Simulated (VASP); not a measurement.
## C: single point with PBE

Crystal: C.

```
C
1.0
     2.47000    0.00000    0.00000
    -1.23500    2.13908    0.00000
     0.00000    0.00000    6.79000
C
4
Cartesian
  0.0000 0.0000 0.0000
  0.0000 0.0000 3.3950
  0.0000 1.4261 0.0340
  1.2350 0.7130 3.4289
```

```
Program                : VASP 6.6.1
Task                   : single point
Functional             : PBE
Potentials or basis    : VASP PAW PBE potentials, release 64 (C)
Cutoff                 : 600 eV
k mesh                 : 10 × 10 × 3
Occupations            : methfessel-paxton, width 0.1 eV
Spin                   : no spin polarisation
Dipole correction      : no
Further INCAR settings : ALGO = Normal; EDIFF = 1e-06; NBANDS = 16
```

```json
{
  "Pressure": "-0.4 GPa",
  "Largest force": "0.568 eV/Å",
  "Band gap on the k mesh": "1.26 eV, direct"
}
```

Forces on the atoms (eV/Å):
```
C    0.000  0.000  0.568
C    0.000  0.000  0.568
C    0.000  0.000 -0.568
C    0.000  0.000 -0.568
```

Stress tensor (GPa, compression positive):
```
-1.99  0.00  0.00
 0.00 -1.99  0.00
 0.00  0.00  2.71
```

Levels at points of the mesh, in eV from the valence-band top:
```tsv
k point	band 6	band 7	band 8	band 9	band 10	band 11
(0.00, 0.00, 0.00)	-2.47	-2.45	-2.45	4.73	8.82	8.82
(0.50, 0.00, 0.00)	-5.80	-2.18	-1.54	2.04	2.68	7.71
```

Wall time 23 s on 1 thread of Intel Xeon 8259CL, on a shared host, peak memory 0.15 GiB.

Caveat: this functional lacks dispersion, which binds the layers, so the pressure and a relaxed spacing across them are unreliable. PBE gaps usually lie below the measured ones, often by a third to a half.
